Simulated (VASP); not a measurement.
# AlN (P6_3mc) in VASP: further runs

AlN is run at these levels: LDA; tasks: relaxation of the atoms.

All numbers are computed with VASP 6.6.1; they aren't measurements. Logs are shortened: lines on timing, memory, paths and dates and some standing lists are left out, and cuts for length are marked.

## (1) The cell of the first run

The structure is hexagonal, space group P6_3mc (No. 186). The conventional cell has a = 3.109 Å, b = 3.109 Å, c = 4.981 Å, α = 90.00°, β = 90.00°, γ = 120.00°. Al (site symmetry 3m) has 4 N at 1.89 Å within 2.5 Å. Within 2.5 Å of N (site symmetry 3m) lie 4 Al at 1.89 Å.

## (2) Relaxation of the atoms, LDA

Input file INCAR:

```
SYSTEM = AlN
ALGO = Normal
EDIFF = 1E-6
EDIFFG = -0.001
ENCUT = 520
IBRION = 2
ISIF = 2
ISMEAR = 0
LASPH = .True.
LCHARG = .False.
LREAL = .False.
LWAVE = .False.
NELM = 80
NSW = 80
PREC = Accurate
SIGMA = 0.01
```

Input file KPOINTS:

```
k-points
0
Gamma
  9 9 6
  0 0 0
```

Input file POSCAR:

```
AlN
1.0
    3.1089531000      0.0000000000      0.0000000000
   -1.5544765500      2.6924323638      0.0000000000
    0.0000000000      0.0000000000      4.9805019000
Al N
2 2
Direct
    0.3333333333      0.6666666667      0.0000000000
    0.6666666667      0.3333333333      0.5000000000
    0.3333333333      0.6666666667      0.3800000000
    0.6666666667      0.3333333333      0.8800000000
```

Potentials or basis: VASP PAW LDA potentials, release 64 (Al, N).

Run with:

```bash
$ cat potpaw_LDA.64/Al/POTCAR potpaw_LDA.64/N/POTCAR > POTCAR
$ mpirun -np 1 vasp_std > vasp.out
```

OUTCAR:

```text
SYSTEM = AlN
   EDIFF = 1E-6
   EDIFFG = -0.001
   ENCUT = 520
   IBRION = 2
   ISIF = 2
   ISMEAR = 0
   LASPH = .True.
   LREAL = .False.
   NELM = 80
   NSW = 80
   PREC = Accurate

 ion  position               nearest neighbor table
   1  0.333  0.667  0.000-   4 1.89   4 1.89   4 1.89   3 1.89   2 3.07   2 3.07   2 3.07   2 3.07
                             2 3.07   2 3.07
   2  0.667  0.333  0.500-   3 1.89   3 1.89   3 1.89   4 1.89   1 3.07   1 3.07   1 3.07   1 3.07
                             1 3.07   1 3.07
   3  0.333  0.667  0.380-   2 1.89   2 1.89   2 1.89   1 1.89
   4  0.667  0.333  0.880-   1 1.89   1 1.89   1 1.89   2 1.89

  LATTYP: Found a hexagonal cell.
 ALAT       =     3.1089531000
 C/A-ratio  =     1.6019868232

  Lattice vectors:

 A1 = (   3.1089531000,   0.0000000000,   0.0000000000)
 A2 = (  -1.5544765500,   2.6924323638,   0.0000000000)
 A3 = (   0.0000000000,   0.0000000000,   4.9805019000)

Analysis of symmetry for initial positions (statically):
=====================================================================
 Subroutine PRICEL returns:
 Original cell was already a primitive cell.

 Routine SETGRP: Setting up the symmetry group for a
 hexagonal supercell.

 Subroutine GETGRP returns: Found 12 space group operations
 (whereof  6 operations were pure point group operations)
 out of a pool of 24 trial point group operations.

The static configuration has the point symmetry C_3v.
 The point group associated with its full space group is C_6v.

Analysis of symmetry for dynamics (positions and initial velocities):
=====================================================================
 Subroutine PRICEL returns:
 Original cell was already a primitive cell.

 Routine SETGRP: Setting up the symmetry group for a
 hexagonal supercell.

 Subroutine GETGRP returns: Found 12 space group operations
 (whereof  6 operations were pure point group operations)
 out of a pool of 24 trial point group operations.

The dynamic configuration has the point symmetry C_3v.
 The point group associated with its full space group is C_6v.

 Subroutine INISYM returns: Found 12 space group operations
 (whereof  6 operations are pure point group operations),
 and found     1 'primitive' translations

----------------------------------------------------------------------------------------

                                     Primitive cell

  volume of cell :      41.6900

  direct lattice vectors                    reciprocal lattice vectors
     3.108953100  0.000000000  0.000000000     0.321651684  0.185705686  0.000000000
    -1.554476550  2.692432364  0.000000000     0.000000000  0.371411373  0.000000000
     0.000000000  0.000000000  4.980501900     0.000000000  0.000000000  0.200782977

  length of vectors
     3.108953100  3.108953100  4.980501900     0.371411373  0.371411373  0.200782977

  position of ions in fractional coordinates (direct lattice)
     0.333333333  0.666666667  0.000000000
     0.666666667  0.333333333  0.500000000
     0.333333333  0.666666667  0.380000000
     0.666666667  0.333333333  0.880000000

  ion indices of the primitive-cell ions
   primitive index   ion index
                 1           1
                 2           2
                 3           3
                 4           4

----------------------------------------------------------------------------------------

 KPOINTS: k-points

Automatic generation of k-mesh.
 Grid dimensions read from file:
 generate k-points for:    9    9    6

 Generating k-lattice:

  Cartesian coordinates                     Fractional coordinates (reciprocal lattice)
     0.035739076  0.020633965  0.000000000     0.111111111  0.000000000  0.000000000
     0.000000000  0.041267930  0.000000000     0.000000000  0.111111111  0.000000000
     0.000000000  0.000000000  0.033463830     0.000000000  0.000000000  0.166666667

  Length of vectors
     0.041267930  0.041267930  0.033463830

  Shift w.r.t. Gamma in fractional coordinates (k-lattice)
     0.000000000  0.000000000  0.000000000

 Subroutine IBZKPT returns following result:
 ===========================================

 Found     48 irreducible k-points:

 Following reciprocal coordinates:
            Coordinates               Weight
  0.000000  0.000000  0.000000      1.000000
  0.111111  0.000000  0.000000      6.000000
  0.222222  0.000000  0.000000      6.000000
  0.333333  0.000000  0.000000      6.000000
  0.444444  0.000000  0.000000      6.000000
  0.111111  0.111111  0.000000      6.000000
[... 16 lines left out ...]
  0.333333  0.222222  0.166667     24.000000
  0.333333  0.333333  0.166667      4.000000
 [... further k-points ...]
   k-points           NKPTS =     48   k-points in BZ     NKDIM =     48   number of bands    NBANDS=     12
   number of dos      NEDOS =    301   number of ions     NIONS =      4
   total plane-waves  NPLWV =  23040
   dimension x,y,z NGX =    24 NGY =   24 NGZ =   40
   dimension x,y,z NGXF=    48 NGYF=   48 NGZF=   80
   ions per type =               2   2
   NGX,Y,Z   is equivalent  to a cutoff of  12.83, 12.83, 13.35 a.u.
   NGXF,Y,Z  is equivalent  to a cutoff of  25.67, 25.67, 26.70 a.u.
 SYSTEM =  AlN
   PREC   = accura    normal or accurate (medium, high low for compatibility)
   ISTART =      0    job   : 0-new  1-cont  2-samecut
   ICHARG =      2    charge: 1-file 2-atom 10-const
   ISPIN  =      1    spin polarized calculation?
   LNONCOLLINEAR =      F non collinear calculations
   LSORBIT =      F    spin-orbit coupling
   LASPH  =      T    aspherical Exc in radial PAW
   ENCUT  =  520.0 eV  38.22 Ry    6.18 a.u.   5.78  5.78  9.26*2*pi/ulx,y,z
   NELM   =     80;   NELMIN=  2; NELMDL= -5     # of ELM steps
   EDIFF  = 0.1E-05   stopping-criterion for ELM
   LREAL  =      F    real-space projection
   EDIFFG = -.1E-02   stopping-criterion for IOM
   NSW    =     80    number of steps for IOM
   IBRION =      2    ionic relax: 0-MD 1-quasi-New 2-CG
   NFREE  =      1    steps in history (QN), initial steepest desc. (CG)
   ISIF   =      2    stress and relaxation
   ISYM   =      2    0-nonsym 1-usesym 2-fastsym
   POTIM  = 0.5000    time-step for ionic-motion
   TEBEG  =    0.0;   TEEND  =   0.0 temperature during run
   PSTRESS=    0.0 pullay stress
   NELECT =      16.0000    total number of electrons
   NUPDOWN=      -1.0000    fix difference up-down
   EMIN   =  10.00;   EMAX   =-10.00  energy-range for DOS
   EFERMI =   0.00;   METHOD = LEGACY
   ISMEAR =     0;   SIGMA  =   0.01  broadening in eV -4-tet -1-fermi 0-gaus
   EFERMI_NEDOS =   21; number of points for ismear=-14 and -15
   IALGO  =     38    algorithm
   IMIX   =      4    mixing-type and parameters
     AMIX     =   0.40;   BMIX     =  1.00
     AMIX_MAG =   1.60;   BMIX_MAG =  1.00
  volume/ion in A,a.u.               =      10.42        70.33
  Fermi-wavevector in a.u.,A,eV,Ry     =   1.189700  2.248207 19.257497  1.415386
  Thomas-Fermi vector in A             =   2.325801
   LORBIT       =      0    0 simple, 1 ext, 2 COOP (PROOUT), +10 PAW based schemes
   GGA     = CA    functional components
   LHFCALC =     F    Hartree Fock is set to
   AEXX    =    0.0000 exact exchange contribution
   IVDW    =     0    specifies the selected vdW correction
   LEPSILON=     F    determine dielectric tensor
   LRPA    =     F    only Hartree local field effects (RPA)
 conjugate gradient relaxation of ions
 non-spin polarized calculation
 Gauss-broadening in eV      SIGMA  =   0.01
  energy-cutoff  :      520.00
  volume of cell :       41.69
 maximum number of plane-waves:      1152
 NGX is ok and might be reduce to    24
   NGX = 11   NGY = 11   NGZ = 19

--------------------------------------- Ionic step        1  -------------------------------------------

 number of electron      16.0000000 magnetization

 Free energy of the ion-electron system (eV)
  ---------------------------------------------------
  ext. energy  EPLUGINS =         0.00000000
  ---------------------------------------------------
  free energy    TOTEN  =       -32.83264989 eV

  energy without entropy =      -32.83264989  energy(sigma->0) =      -32.83264989

------------------------ aborting loop because EDIFF is reached ----------------------------------------

  FORCE on cell =-STRESS in cart. coord.  units (eV):
  Direction    XX          YY          ZZ          XY          YZ          ZX
  --------------------------------------------------------------------------------------
  -------------------------------------------------------------------------------------
  Total       -1.0386978     -1.0386978     -0.7243568      0.0000000     -0.0000000     -0.0000000
  in kB      -39.9179005    -39.9179005    -27.8375534      0.0000000     -0.0000000     -0.0000000
  external PRESSURE =     -35.8911181 kB  Pullay stress =       0.0000000 kB

 VOLUME and BASIS-vectors are now :
 -----------------------------------------------------------------------------
  energy-cutoff  :      520.00
  volume of cell :       41.69
      direct lattice vectors                 reciprocal lattice vectors
     3.108953100  0.000000000  0.000000000     0.321651684  0.185705686  0.000000000
    -1.554476550  2.692432364  0.000000000     0.000000000  0.371411373  0.000000000
     0.000000000  0.000000000  4.980501900     0.000000000  0.000000000  0.200782977
[... 39 lines left out ...]
 POSITION                                       TOTAL-FORCE (eV/Angst)
 -----------------------------------------------------------------------------------
     -0.00000      1.79495      4.97534         0.000000     -0.000000      0.025340
      1.55448      0.89748      2.48509        -0.000000      0.000000      0.025340
     -0.00000      1.79495      1.89775         0.000000      0.000000     -0.025340
      1.55448      0.89748      4.38800        -0.000000     -0.000000     -0.025340
 -----------------------------------------------------------------------------------
    total drift:                               -0.000000      0.000000      0.000076

  FREE ENERGIE OF THE ION-ELECTRON SYSTEM (eV)
  ---------------------------------------------------
  free  energy   TOTEN  =       -32.8334844902 eV

  energy  without entropy=      -32.8334844902  energy(sigma->0) =      -32.83348449

--------------------------------------- Ionic step        3  -------------------------------------------

 number of electron      16.0000000 magnetization

 Free energy of the ion-electron system (eV)
  ---------------------------------------------------
  ext. energy  EPLUGINS =         0.00000000
  ---------------------------------------------------
  free energy    TOTEN  =       -32.83353409 eV

  energy without entropy =      -32.83353409  energy(sigma->0) =      -32.83353409

 E-fermi :   5.9797     XC(G=0): -11.2535

 val. band max:        5.9062009004   @ k =   0.0000   0.0000   0.0000
 cond. band min:      10.1538186181   @ k =   0.0000   0.0000   0.0000
 fundamental gap:      4.2476177178
 Fermi energy:         5.9797426556

 k-point     1 :       0.0000    0.0000    0.0000
  band No.  band energies     occupation
      1      -9.1328      2.00000
      2      -6.9085      2.00000
      3      -0.1501      2.00000
      4       5.0399      2.00000
      5       5.0399      2.00000
      6       5.6940      2.00000
      7       5.6940      2.00000
      8       5.9062      2.00000
      9      10.1538      0.00000
     10      12.4735      0.00000
     11      16.3954      0.00000
     12      16.8728      0.00000

 k-point     2 :       0.1111    0.0000    0.0000
  band No.  band energies     occupation
      1      -8.9724      2.00000
      2      -6.8171      2.00000
      3       0.0378      2.00000
      4       4.3281      2.00000
      5       4.8393      2.00000
      6       5.0216      2.00000
      7       5.6662      2.00000
      8       5.8348      2.00000
      9      10.8223      0.00000
     10      13.0755      0.00000
     11      15.7368      0.00000
     12      15.9669      0.00000
[... 316 lines left out ...]
 k-point    24 :       0.3333    0.3333    0.1667
  band No.  band energies     occupation
      1      -6.5274      2.00000
      2      -6.5274      2.00000
      3       1.1432      2.00000
      4       1.6919      2.00000
      5       1.6919      2.00000
      6       3.1779      2.00000
      7       4.0104      2.00000
      8       4.0104      2.00000
      9      11.2098      0.00000
     10      14.0843      0.00000
     11      14.9073      0.00000
     12      14.9073      0.00000

 [... further k-points ...]
[... 5 lines left out ...]
  --------------------------------------------------------------------------------------
  -------------------------------------------------------------------------------------
  Total       -0.9408868     -0.9408868     -0.9169486      0.0000000      0.0000000      0.0000000
  in kB      -36.1589552    -36.1589552    -35.2389914      0.0000000      0.0000000      0.0000000
  external PRESSURE =     -35.8523006 kB  Pullay stress =       0.0000000 kB

 VOLUME and BASIS-vectors are now :
 -----------------------------------------------------------------------------
  energy-cutoff  :      520.00
  volume of cell :       41.69
      direct lattice vectors                 reciprocal lattice vectors
     3.108953100  0.000000000  0.000000000     0.321651684  0.185705686  0.000000000
    -1.554476550  2.692432364  0.000000000     0.000000000  0.371411373  0.000000000
     0.000000000  0.000000000  4.980501900     0.000000000  0.000000000  0.200782977

 POSITION                                       TOTAL-FORCE (eV/Angst)
 -----------------------------------------------------------------------------------
     -0.00000      1.79495      4.97634        -0.000000      0.000000     -0.000833
      1.55448      0.89748      2.48609         0.000000      0.000000     -0.000833
     -0.00000      1.79495      1.89675        -0.000000      0.000000      0.000833
      1.55448      0.89748      4.38700        -0.000000     -0.000000      0.000833
 -----------------------------------------------------------------------------------
    total drift:                               -0.000000      0.000000      0.003464

  FREE ENERGIE OF THE ION-ELECTRON SYSTEM (eV)
  ---------------------------------------------------
  free  energy   TOTEN  =       -32.8335340853 eV

  energy  without entropy=      -32.8335340853  energy(sigma->0) =      -32.83353409

 reached required accuracy - stopping structural energy minimisation
```

Wall time 18 s (1 thread of Intel Xeon Platinum 8488C (Sapphire Rapids), shared host); peak memory 0.15 GiB.

What came out:

```
Free energy               : -32.8335 eV
Energy gained by relaxing : 0.2 meV/atom
Ionic steps               : 3
Pressure after relaxing   : -3.6 GPa
Band gap on the k mesh    : 4.25 eV, direct
```

Stress tensor (GPa, compression positive):
```
-3.62  0.00  0.00
 0.00 -3.62  0.00
 0.00  0.00 -3.52
```

The path:
```
step  energy change (eV)  largest force (eV/Å)  pressure (GPa)
   1              0.0000                0.1069           -3.59
   2             -0.0008                0.0253           -3.59
   3             -0.0009                0.0008           -3.59
```

Final structure:
```
Al N
1.0
     3.10895    0.00000    0.00000
    -1.55448    2.69243    0.00000
     0.00000    0.00000    4.98050
Al N
2 2
Direct
  0.33333 0.66667 0.99917
  0.66667 0.33333 0.49917
  0.33333 0.66667 0.38083
  0.66667 0.33333 0.88083
```

(Continued in part 2 of 2.)
